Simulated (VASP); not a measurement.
A run of VASP 6.6.1:

Contents of INCAR:

```
ALGO = Normal ; EDIFF = 1E-8
ENCUT = 520 ; GGA = PE
ISIF = 2 ; ISMEAR = -1
LASPH = T ; LCHARG = F
LEFG = T ; LREAL = F
LWAVE = F ; NBANDS = 20
NELM = 60 ; PREC = Accurate
SIGMA = 0.03
```

Contents of KPOINTS:

```
k-points
0
Gamma
  14 14 11
```

Contents of POSCAR:

```
Ga
1.0
    1.3595547928     -3.9582410506      0.0000000000
    1.3595547928      3.9582410506      0.0000000000
   -0.1154589374      0.0000000000      3.2734796031
Ga
2
Direct
    0.8690000000      0.1310000000      0.2500000000
    0.1310000000      0.8690000000      0.7500000000
```

Potentials or basis: VASP PAW PBE potentials, release 64 (Ga_d).

The run is started by

```console
$ cat potpaw_PBE.64/Ga_d/POTCAR > POTCAR
$ mpirun -np 1 vasp_std > vasp.out
```

Hardware: 1 thread of Oxide Virtual Turin-like Processor (shared host).

Problem. How long does it take, and how much memory?

Solution. It took 7.4 min on 1 thread of Oxide Virtual Turin-like Processor (shared host), peak memory 0.39 GiB. Counts: scf iterations 14, k points 582.
